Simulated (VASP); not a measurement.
The system is Ge.

```
Ge
1.0
     2.20541   -3.87331    0.00000
     2.20541    3.87331    0.00000
     0.00000    0.00000    4.17645
Ge
4
Direct
  0.75000 0.25000 0.35541
  0.25000 0.75000 0.64459
  0.00000 0.00000 0.00000
  0.50000 0.50000 0.00000
```

| Item | Value |
| --- | --- |
| Program | VASP 6.6.1 |
| Task | relaxation of cell and atoms |
| Functional | PBE |
| Potentials or basis | VASP PAW PBE potentials, release 64 (Ge_d) |
| Cutoff | 600 eV |
| k mesh | 4 × 4 × 4 |
| Occupations | gaussian, width 0.1 eV |
| Spin | no spin polarisation |

At the start: pressure 24.0 GPa; volume 17.84 Å³/atom.

Question: Where does the relaxation end?

Answer: Over 28 steps the energy falls by 532.2 meV/atom and the volume is 19.98 Å³/atom (+12.0 %); space group P4/mmm (No. 123, to 0.05 Å).

The path:
```csv
step,energy change (eV),largest force (eV/Å),pressure (GPa),volume (Å³)
1,0.0000,1.0601,24.01,71.35
2,-1.3521,0.3332,-6.32,101.80
3,-1.6310,0.5500,-0.75,89.87
4,-1.6313,0.5505,-1.19,90.45
5,-1.6993,0.6449,-1.00,88.94
6,-1.8187,0.6030,0.31,84.32
7,-1.8288,0.6561,1.03,82.78
8,-1.8888,0.5133,0.08,83.24
9,-1.9718,0.1132,-1.73,84.52
10,-2.0090,0.0630,-0.51,82.13
11,-2.0366,0.0622,1.69,78.68
12,-2.0374,0.1087,1.23,79.52
13,-2.0668,0.0055,1.16,79.01
14,-2.0764,0.0485,1.54,78.50
15,-2.0749,0.0092,1.30,78.73
16,-2.0774,0.0140,1.46,78.60
17,-2.0928,0.0206,-0.46,80.66
18,-2.0931,0.0226,-0.70,81.04
19,-2.1040,0.0465,-0.95,81.26
20,-2.1079,0.0390,-1.04,81.35
21,-2.1197,0.0460,-1.29,81.51
22,-2.0957,0.0473,-1.36,81.76
23,-2.1207,0.0487,-1.32,81.55
24,-2.1176,0.0520,0.92,79.00
25,-2.1264,0.0524,-0.36,80.41
26,-2.1285,0.0440,0.04,79.88
27,-2.1285,0.0446,0.04,79.89
28,-2.1288,0.0369,0.05,79.92
```

Final structure:
```
Ge
1.0
     2.77148   -3.78864    0.00000
     2.77148    3.78864    0.00000
     0.00000    0.00000    3.80574
Ge
4
Direct
  0.75000 0.25000 0.50373
  0.25000 0.75000 0.49627
  0.00000 0.00000 0.00000
  0.50000 0.50000 0.00000
```

Caveat: the k points lie up to 0.41 Å⁻¹ apart in the final cell.
